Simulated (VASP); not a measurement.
A run of VASP 6.6.1 is set up as follows.

INCAR

```
PREC = Accurate
ENCUT = 1340
EDIFF = 1E-6
ISMEAR = 0
SIGMA = 0.01
LREAL = False
LASPH = True
NELM = 120
ALGO = Normal
ISIF = 2
LWAVE = False
LCHARG = False
GGA = PE
IVDW = 12
NBANDS = 15
GGA_COMPAT = False
```

KPOINTS

```
regular mesh
0
Gamma
  8 8 8
```

File POSCAR:

```
BaO
1.0
    0.0000000000      2.7500000000      2.7500000000
    2.7500000000      0.0000000000      2.7500000000
    2.7500000000      2.7500000000      0.0000000000
Ba O
1 1
Direct
    0.0000000000      0.0000000000      0.0000000000
    0.5000000000      0.5000000000      0.5000000000
```

Potentials or basis: VASP PAW PBE potentials, release 64 (Ba_sv, O_h).

Command:

```console
$ cat potpaw_PBE.64/Ba_sv/POTCAR potpaw_PBE.64/O_h/POTCAR > POTCAR
$ mpirun -np 1 vasp_std > vasp.out
```

Problem. Predict the band gap on the k mesh.

Solution. 1.90 eV.

Problem. Predict the dispersion energy per atom.

Solution. -0.232 eV.

Caveat: spin-orbit coupling is left out, which moves the levels of the heavy elements. A k mesh can miss the band edges.
